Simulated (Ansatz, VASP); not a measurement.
B in VASP and in Ansatz

File INCAR:

```
SYSTEM = B
PREC = Accurate
ENCUT = 600
EDIFF = 1E-7
ISMEAR = 0
SIGMA = 0.1
LREAL = .FALSE.
LASPH = .TRUE.
NELM = 60
ALGO = Normal
ISIF = 3
LWAVE = .FALSE.
LCHARG = .FALSE.
GGA = PS
IBRION = 2
NSW = 80
EDIFFG = -0.05
```

Contents of KPOINTS:

```
Automatic mesh
0
G
  10 10 10
  0 0 0
```

File POSCAR:

```
B
1.0
    0.0000000000      1.5891208739      1.5891208739
    1.5891208739      0.0000000000      1.5891208739
    1.5891208739      1.5891208739      0.0000000000
B
1
Direct
    0.0000000000      0.0000000000      0.0000000000
```

Input for Ansatz:

```yaml
crystal:
  lattice:
    - [0.0, 1.5891208739, 1.5891208739]
    - [1.5891208739, 0.0, 1.5891208739]
    - [1.5891208739, 1.5891208739, 0.0]
  atoms:
    - { symbol: B, position: [0.0, 0.0, 0.0] }
basis:
  ecutwfc: 420
kpoints:
  mp_grid: { grid: [10, 10, 10] }
hamiltonian:
  xc: pbesol
scf:
  occupations: { method: gaussian, width: 0.1 }
output:
  forces: true
  stress: true
  eigenvalues: true
relax:
  adjacent_minimum: "off"
  f_tol: 0.05
  max_steps: 60
  cell: { stress_tol: 0.5 }
```

Alike in both runs: task relaxation of cell and atoms; functional PBEsol; k mesh 10 × 10 × 10; occupations gaussian, width 0.1 eV; no spin polarisation.

|  | VASP | Ansatz |
| --- | --- | --- |
| version | VASP 6.6.1 | Ansatz 0.2.0 |
| potentials or method | VASP PAW PBE potentials, release 64 (B), cutoff 600 eV | scalar-relativistic, plane waves, PAW |
| valence electrons in the cell | 3 | 3 |

```tsv
	VASP	Ansatz	Ansatz less VASP
gap on the k mesh at the Fermi level, each at its own relaxed structure (eV)	none	none	-
relaxed volume (Å³/atom)	5.81	5.83	+0.016
relaxed cell length with the largest relative difference (Å)	2.018	2.020	+0.0019
```

VASP's potentials were made for PBE, not for PBEsol. A gap of «none» marks a metal or a gap that the smearing closes.

Noted on VASP's run: the volume moved by over 15 % at a fixed basis, so the end points are rough.
